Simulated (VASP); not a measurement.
## Au: single point with PBEsol+D4

Au:

```
CELL_PARAMETERS angstrom
2.90000 0.00000 0.00000
-1.45000 2.51147 0.00000
0.00000 0.00000 4.88000
ATOMIC_POSITIONS crystal
Au 0.33333 0.66667 0.75000
Au 0.66667 0.33333 0.25000
```

| Quantity | Value |
| --- | --- |
| Program | VASP 6.6.1 |
| Task | single point |
| Functional | PBEsol |
| Dispersion | D4 |
| Potentials or basis | VASP PAW PBE potentials, release 64 (Au) |
| Cutoff | 500 eV |
| k mesh | 13 × 13 × 7 |
| Occupations | fermi-dirac, width 0.1 eV |
| Spin | no spin polarisation |
| Dipole correction | no |
| Further INCAR settings | ALGO = Normal; EDIFF = 1e-06; NBANDS = 18 |

```
Pressure                   : -10.0 GPa
Band gap on the k mesh     : zero (band 11 reaches 11.50 eV, above the bottom of band 12 at 6.15 eV)
Dispersion energy per atom : -0.381 eV
```

Stress tensor (GPa, compression positive):
```
 -9.96   0.00   0.00
  0.00  -9.96   0.00
  0.00   0.00 -10.18
```

Levels at points of the mesh, in eV from the Fermi level:
```tsv
k point	band 9	band 10	band 11	band 12	band 13	band 14
(0.00, 0.00, 0.00)	-3.29	-2.02	-2.02	-0.91	2.55	14.70
```

It took 56 s on 1 thread of AMD EPYC 7R13 (shared host), peak memory 0.15 GiB.

Caveat: the PAW data sets were made with another functional, which shifts forces and pressure a little; spin-orbit coupling is left out, which moves the levels of the heavy elements; pairwise dispersion overbinds metals, which lowers pressure and volume.
